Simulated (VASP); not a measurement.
# HPbNO4 (Pmmn) in VASP: further runs

Runs on HPbNO4. Level: PBE. Tasks: single point.

Program: VASP 6.6.1. These are calculated values, not measurements. Logs are shortened: lines on timing, memory, paths and dates and some standing lists are left out, and cuts for length are marked.

### 1 The cell of the first run

It takes space group Pmmn (No. 59, orthorhombic). Conventional cell: a = 4.891 Å, b = 5.560 Å, c = 7.195 Å, α = 90.00°, β = 90.00°, γ = 90.00°. Within 1.3 Å of H (site symmetry mm2) lie 1 O at 0.97 Å. Within 3.4 Å of Pb (site symmetry mm2) lie 11 O at 2.53 to 3.38 Å and 1 N at 2.96 Å and 4 H at 2.97 to 3.00 Å. Within 1.6 Å of N (site symmetry mm2) lie 3 O at 1.22 to 1.28 Å. O (site symmetry mm2) has 1 H at 0.97 Å within 1.3 Å. Within 1.7 Å of O (site symmetry m) lie 1 N at 1.28 Å. Within 1.6 Å of O (site symmetry mm2) lie 1 N at 1.22 Å.

### 2 Single point, PBE

Contents of INCAR:

```
PREC = Accurate ; ENCUT = 520
EDIFF = 1E-6 ; ISMEAR = -1
SIGMA = 0.05 ; LREAL = F
LASPH = T ; NELM = 100
ALGO = Normal ; ISIF = 2
LWAVE = F ; LCHARG = F
GGA = PE ; NBANDS = 57
```

Contents of KPOINTS:

```
Automatic mesh
0
Gamma
  6 5 4
```

Contents of POSCAR:

```
HPbNO4
1.0
    4.8914784672      0.0000000000      0.0000000000
    0.0000000000      5.5596337674      0.0000000000
    0.0000000000      0.0000000000      7.1948546426
H Pb N O
2 2 2 8
Direct
    0.0000000000      0.5000000000      0.1931700000
    0.5000000000      0.0000000000      0.8068300000
    0.5000000000      0.5000000000      0.9525700000
    0.0000000000      0.0000000000      0.0474300000
    0.0000000000      0.0000000000      0.6365400000
    0.5000000000      0.5000000000      0.3634600000
    0.0000000000      0.5000000000      0.0586000000
    0.5000000000      0.0000000000      0.9414000000
    0.0000000000      0.1956900000      0.7299500000
    0.0000000000      0.8043100000      0.7299500000
    0.0000000000      0.0000000000      0.4675000000
    0.5000000000      0.6956900000      0.2700500000
    0.5000000000      0.3043100000      0.2700500000
    0.5000000000      0.5000000000      0.5325000000
```

Potentials or basis: VASP PAW PBE potentials, release 64 (H, Pb_d, N, O).

The run is started by

```bash
$ cat potpaw_PBE.64/H/POTCAR potpaw_PBE.64/Pb_d/POTCAR potpaw_PBE.64/N/POTCAR potpaw_PBE.64/O/POTCAR > POTCAR
$ mpirun -np 1 vasp_std > vasp.out
```

OUTCAR:

```text
PREC = Accurate
   ENCUT = 520
   EDIFF = 1E-6
   ISMEAR = -1
   LREAL = F
   LASPH = T
   NELM = 100
   ISIF = 2
   GGA = PE

 ion  position               nearest neighbor table
   1  0.000  0.500  0.193-   7 0.97
   2  0.500  0.000  0.807-   8 0.97
   3  0.500  0.500  0.953-  12 2.53  13 2.53   7 2.56   7 2.56   8 2.78   8 2.78   6 2.96  14 3.02
                             4 3.76   4 3.76   4 3.76   4 3.76
   4  0.000  0.000  0.047-   9 2.53  10 2.53   8 2.56   8 2.56   7 2.78   7 2.78   5 2.96  11 3.02
                             3 3.76   3 3.76   3 3.76   3 3.76
   5  0.000  0.000  0.637-  11 1.22  10 1.28   9 1.28   4 2.96
   6  0.500  0.500  0.363-  14 1.22  13 1.28  12 1.28   3 2.96
   7  0.000  0.500  0.059-   1 0.97   3 2.56   3 2.56   4 2.78   4 2.78
   8  0.500  0.000  0.941-   2 0.97   4 2.56   4 2.56   3 2.78   3 2.78
   9  0.000  0.196  0.730-   5 1.28   4 2.53
  10  0.000  0.804  0.730-   5 1.28   4 2.53
  11  0.000  0.000  0.468-   5 1.22   4 3.02
  12  0.500  0.696  0.270-   6 1.28   3 2.53
  13  0.500  0.304  0.270-   6 1.28   3 2.53
  14  0.500  0.500  0.532-   6 1.22   3 3.02

  LATTYP: Found a simple orthorhombic cell.
 ALAT       =     4.8914784672
 B/A-ratio  =     1.1365957767
 C/A-ratio  =     1.4708956997

  Lattice vectors:

 A1 = (   4.8914784672,   0.0000000000,   0.0000000000)
 A2 = (   0.0000000000,   5.5596337674,   0.0000000000)
 A3 = (   0.0000000000,   0.0000000000,   7.1948546426)

Analysis of symmetry for initial positions (statically):
=====================================================================
 Subroutine PRICEL returns:
 Original cell was already a primitive cell.

 Routine SETGRP: Setting up the symmetry group for a
 simple orthorhombic supercell.

 Subroutine GETGRP returns: Found  8 space group operations
 (whereof  4 operations were pure point group operations)
 out of a pool of  8 trial point group operations.

The static configuration has the point symmetry C_2v.
 The point group associated with its full space group is D_2h.

Analysis of symmetry for dynamics (positions and initial velocities):
=====================================================================
 Subroutine PRICEL returns:
 Original cell was already a primitive cell.

 Routine SETGRP: Setting up the symmetry group for a
 simple orthorhombic supercell.

[... 141 lines left out ...]
   NUPDOWN=      -1.0000    fix difference up-down
   EMIN   =  10.00;   EMAX   =-10.00  energy-range for DOS
   EFERMI =   0.00;   METHOD = LEGACY
   ISMEAR =    -1;   SIGMA  =   0.05  broadening in eV -4-tet -1-fermi 0-gaus
   EFERMI_NEDOS =   21; number of points for ismear=-14 and -15
   IALGO  =     38    algorithm
   IMIX   =      4    mixing-type and parameters
     AMIX     =   0.40;   BMIX     =  1.00
     AMIX_MAG =   1.60;   BMIX_MAG =  1.00
  volume/ion in A,a.u.               =      13.98        94.31
  Fermi-wavevector in a.u.,A,eV,Ry     =   1.254295  2.370273 21.405438  1.573255
  Thomas-Fermi vector in A             =   2.388107
   LORBIT       =      0    0 simple, 1 ext, 2 COOP (PROOUT), +10 PAW based schemes
   GGA     = PE    functional components
   LHFCALC =     F    Hartree Fock is set to
   AEXX    =    0.0000 exact exchange contribution
   IVDW    =     0    specifies the selected vdW correction
   LEPSILON=     F    determine dielectric tensor
   LRPA    =     F    only Hartree local field effects (RPA)
 non-spin polarized calculation
  energy-cutoff  :      520.00
  volume of cell :      195.66
 maximum number of plane-waves:      5294
   NGX = 19   NGY = 21   NGZ = 27

 number of electron      87.9999979 magnetization

 Free energy of the ion-electron system (eV)
  ---------------------------------------------------
  ext. energy  EPLUGINS =         0.00000000
  ---------------------------------------------------
  free energy    TOTEN  =       -80.24902062 eV

  energy without entropy =      -80.24902062  energy(sigma->0) =      -80.24902062

 E-fermi :   2.0069     XC(G=0):  -8.8371

 val. band max:        0.8530701332   @ k =   0.0000   0.0000   0.0000
 cond. band min:       3.7629830822   @ k =   0.5000   0.4000   0.0000
 fundamental gap:      2.9099129491
 Fermi energy:         2.0069242618

 k-point     1 :       0.0000    0.0000    0.0000
  band No.  band energies     occupation
      1     -24.9630      2.00000
      2     -24.9309      2.00000
      3     -19.7490      2.00000
      4     -19.7302      2.00000
      5     -18.9544      2.00000
      6     -18.9397      2.00000
[... 1405 lines left out ...]
     55       9.8025      0.00000
     56       9.8025      0.00000

 [... further k-points ...]

 [bands above 56 left out]

------------------------ aborting loop because EDIFF is reached ----------------------------------------

  FORCE on cell =-STRESS in cart. coord.  units (eV):
  Direction    XX          YY          ZZ          XY          YZ          ZX
  --------------------------------------------------------------------------------------
  -------------------------------------------------------------------------------------
  Total        0.6217640      3.5432899      5.8885649      0.0000000      0.0000000      0.0000000
  in kB        5.0912896     29.0140872     48.2182775      0.0000000      0.0000000      0.0000000
  external PRESSURE =      27.4412181 kB  Pullay stress =       0.0000000 kB

 VOLUME and BASIS-vectors are now :
 -----------------------------------------------------------------------------
  energy-cutoff  :      520.00
  volume of cell :      195.66
      direct lattice vectors                 reciprocal lattice vectors
     4.891478467  0.000000000  0.000000000     0.204437167  0.000000000  0.000000000
     0.000000000  5.559633767  0.000000000     0.000000000  0.179867963  0.000000000
     0.000000000  0.000000000  7.194854643     0.000000000  0.000000000  0.138988214

 POSITION                                       TOTAL-FORCE (eV/Angst)
 -----------------------------------------------------------------------------------
      0.00000      2.77982      1.38983        -0.000000      0.000000      0.443464
      2.44574      0.00000      5.80502        -0.000000      0.000000     -0.443464
      2.44574      2.77982      6.85360        -0.000000      0.000000     -0.179718
      0.00000      0.00000      0.34125        -0.000000      0.000000      0.179718
      0.00000      0.00000      4.57981        -0.000000      0.000000      0.325023
      2.44574      2.77982      2.61504        -0.000000      0.000000     -0.325023
      0.00000      2.77982      0.42162        -0.000000      0.000000     -0.369248
      2.44574      0.00000      6.77324        -0.000000      0.000000      0.369248
      0.00000      1.08796      5.25188        -0.000000      0.719215      0.382773
      0.00000      4.47167      5.25188        -0.000000     -0.719215      0.382773
      0.00000      0.00000      3.36359        -0.000000      0.000000     -1.248792
      2.44574      3.86778      1.94297         0.000000      0.719215     -0.382773
      2.44574      1.69185      1.94297        -0.000000     -0.719215     -0.382773
      2.44574      2.77982      3.83126        -0.000000      0.000000      1.248792
 -----------------------------------------------------------------------------------
    total drift:                                0.000000      0.000000      0.000000

  FREE ENERGIE OF THE ION-ELECTRON SYSTEM (eV)
  ---------------------------------------------------
  free  energy   TOTEN  =       -80.2490206199 eV

  energy  without entropy=      -80.2490206199  energy(sigma->0) =      -80.24902062
```

Wall time 7 min (1 thread of Intel Xeon Platinum 8559C (Emerald Rapids), shared host); peak memory 0.48 GiB.

Results:

```
Free energy            : -80.2490 eV
Pressure               : 2.7 GPa
Largest force          : 1.249 eV/Å
Band gap on the k mesh : 2.91 eV (least direct gap 2.99 eV)
```

Forces in eV/Å, atoms in the order of the input:
```
H    0.000  0.000  0.443
H    0.000  0.000 -0.443
Pb   0.000  0.000 -0.180
Pb   0.000  0.000  0.180
N    0.000  0.000  0.325
N    0.000  0.000 -0.325
O    0.000  0.000 -0.369
O    0.000  0.000  0.369
O    0.000  0.719  0.383
O    0.000 -0.719  0.383
O    0.000  0.000 -1.249
O    0.000  0.719 -0.383
O    0.000 -0.719 -0.383
O    0.000  0.000  1.249
```

Caveat: the standard files for N, O and F lose accuracy on very short bonds; spin-orbit coupling is left out, which moves the levels of the heavy elements; forces of over 1 eV/Å act on the atoms, so gaps and moduli don't describe the material at rest.

### 3 Single point, PBE

This run uses another cell than the first one, of 14.55 Å³/atom.

Contents of INCAR:

```
  ALGO = Normal
  EDIFF = 1E-6
  ENCUT = 520
  GGA = PE
  ISIF = 2
  ISMEAR = -1
  LASPH = T
  LCHARG = F
  LREAL = F
  LWAVE = F
  NBANDS = 57
  NELM = 100
  PREC = Accurate
  SIGMA = 0.05
```

Contents of KPOINTS:

```
k-points
0
Gamma
  6 5 4
```

Changes to POSCAR since step 2:

```diff
@@ -2,5 +2,5 @@
 1.0
-    4.8914784672      0.0000000000      0.0000000000
-    0.0000000000      5.5596337674      0.0000000000
-    0.0000000000      0.0000000000      7.1948546426
+    4.9571437319      0.0000000000      0.0000000000
+    0.0000000000      5.6342686299      0.0000000000
+    0.0000000000      0.0000000000      7.2914413980
 H Pb N O
```

Potentials or basis: VASP PAW PBE potentials, release 64 (H, Pb_d, N, O).

The run is started by

```bash
$ cat potpaw_PBE.64/H/POTCAR potpaw_PBE.64/Pb_d/POTCAR potpaw_PBE.64/N/POTCAR potpaw_PBE.64/O/POTCAR > POTCAR
$ mpirun -np 1 vasp_std > vasp.out
```

Run time: 9.2 min. Hardware: 1 thread of Intel Xeon Platinum 8559C (Emerald Rapids), shared host; peak memory 0.49 GiB.

The run converged. Its results:

```
Free energy            : -80.2975 eV
Pressure               : -1.2 GPa
Largest force          : 0.172 eV/Å
Band gap on the k mesh : 2.80 eV (least direct gap 2.94 eV)
```

Forces in eV/Å, atoms in the order of the input:
```
H    0.000  0.000 -0.172
H    0.000  0.000  0.172
Pb   0.000  0.000  0.110
Pb   0.000  0.000 -0.110
N    0.000  0.000  0.081
N    0.000  0.000 -0.081
O    0.000  0.000  0.135
O    0.000  0.000 -0.135
O    0.000 -0.151 -0.028
O    0.000  0.151 -0.028
O    0.000  0.000  0.062
O    0.000 -0.151  0.028
O    0.000  0.151  0.028
O    0.000  0.000 -0.062
```

Stress tensor (GPa, compression positive):
```
-0.86  0.00  0.00
 0.00 -1.22  0.00
 0.00  0.00 -1.47
```

Levels at points of the mesh, in eV from the valence-band top:
```
           k point  band 41  band 42  band 43  band 44  band 45  band 46  band 47  band 48
(0.00, 0.00, 0.00)    -1.35    -1.24    -0.30     0.00     3.11     3.76     5.06     5.15
(0.50, 0.00, 0.00)    -0.64    -0.64    -0.16    -0.16     3.33     3.33     4.72     4.72
(0.00, 0.00, 0.50)    -1.36    -1.30    -0.20    -0.10     3.16     3.69     4.23     5.09
(0.50, 0.00, 0.50)    -0.68    -0.68    -0.14    -0.14     3.40     3.40     4.55     4.55
```

Caveat: the standard files for N, O and F lose accuracy on very short bonds; spin-orbit coupling is left out, which moves the levels of the heavy elements.
